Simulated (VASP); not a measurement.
A run of VASP 6.6.1 is set up as follows.

INCAR

```
SYSTEM = Cl
  PREC = Accurate
  ENCUT = 520
  EDIFF = 1E-6
  ISMEAR = -1
  SIGMA = 0.02
  LREAL = Auto
  LASPH = .TRUE.
  NELM = 60
  ALGO = Normal
  ISIF = 2
  LWAVE = .FALSE.
  LCHARG = .FALSE.
  GGA = PE
  IVDW = 12
  NBANDS = 70
```

The input KPOINTS:

```
regular mesh
0
G
  1 1 1
  0 0 0
```

POSCAR

```
Cl
1.0
    8.4343270000      0.0000000000      0.0000000000
    0.0000000000      8.4343270000      0.0000000000
    0.0000000000      0.0000000000      8.4343270000
Cl
16
Direct
    0.7663326309      0.4360513886      1.1663052666
    0.9926458863      0.4293051479      1.1076520984
    0.3064144893     -0.1116390199     -0.1225231130
    0.4187411752     -0.1702210502     -0.3511839178
    0.3578827333      0.7603451941      0.3296410016
    0.1849940132      0.6431929898      0.4007670084
    0.6787026398      0.7475759477      0.0425048732
    0.8947009050      0.8215593254      0.0599692186
    0.4853854967      0.1199858625      0.3828758359
    0.6197530639      0.3170970251      0.3899777659
    1.2196468076      0.2208119273      0.5750310606
    1.0591479320      0.3801488844      0.6589974517
    0.4090901384      0.2471447929      0.0328894054
    0.3422205471      0.4653364756      0.0312769472
    0.7470187011      0.7492595438      0.4578669999
    0.8472400940      0.6284318832      0.6672494439
```

Potentials or basis: VASP PAW PBE potentials, release 64 (Cl).

Launch:

```sh
$ cat potpaw_PBE.64/Cl/POTCAR > POTCAR
$ mpirun -np 1 vasp_gam > vasp.out
```

(1) What does it give for the largest force?

(2) Estimate the band gap on the k mesh.

(3) What does it give for the dispersion energy per atom?

## Answers

(1) 3.245 eV/Å.

(2) 0.40 eV.

(3) -0.114 eV.

Caveat: the k points lie up to 0.74 Å⁻¹ apart.
